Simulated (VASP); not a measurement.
Set up this calculation in VASP 6.6.1, as the native input.

```yaml
Task: single point
Functional: PBE
Potentials_or_basis: VASP PAW PBE potentials, release 64 (Ag, O)
Cutoff: 520 eV
k_mesh: 18 × 18 × 18
Occupations: fermi-dirac, width 0.0612256 eV
Spin: no spin polarisation
Dipole_correction: no
Further_INCAR_settings: ALGO = Normal; EDIFF = 1e-07; NBANDS = 18
```

The structure of AgO2 (fluorite type) lies in POSCAR:

```
AgO2
1.0
    0.0000000000      2.6315665838      2.6315665838
    2.6315665838      0.0000000000      2.6315665838
    2.6315665838      2.6315665838      0.0000000000
Ag O
1 2
Direct
    0.0000000000      0.0000000000      0.0000000000
    0.2500000000      0.2500000000      0.2500000000
    0.7500000000      0.7500000000      0.7500000000
```

These files were run (other wordings do the same):

INCAR

```
SYSTEM = AgO2
PREC = Accurate
ENCUT = 520
EDIFF = 1E-7
ISMEAR = -1
SIGMA = 0.06122561905347299
LREAL = .FALSE.
LASPH = .TRUE.
NELM = 60
ALGO = Normal
ISIF = 2
LWAVE = .FALSE.
LCHARG = .TRUE.
GGA = PE
LELF = .TRUE.
LVHAR = .TRUE.
NBANDS = 18
```

KPOINTS

```
regular mesh
0
G
  18 18 18
  0 0 0
```

Potentials or basis: VASP PAW PBE potentials, release 64 (Ag, O).

Launch:

```sh
$ cat potpaw_PBE.64/Ag/POTCAR potpaw_PBE.64/O/POTCAR > POTCAR
$ mpirun -np 1 vasp_std > vasp.out
```

It gave:

| Item | Value |
| --- | --- |
| Pressure | -7.2 GPa |

Caveat: an odd number of electrons without spin polarisation forces a metal; a magnetic or distorted state may lie lower.

Wall time 3.1 min on 1 thread of Intel(R) Xeon(R) Platinum 8124M CPU @ 3.00GHz (Skylake/Cascade Lake), with other jobs on the host, peak memory 0.25 GiB.
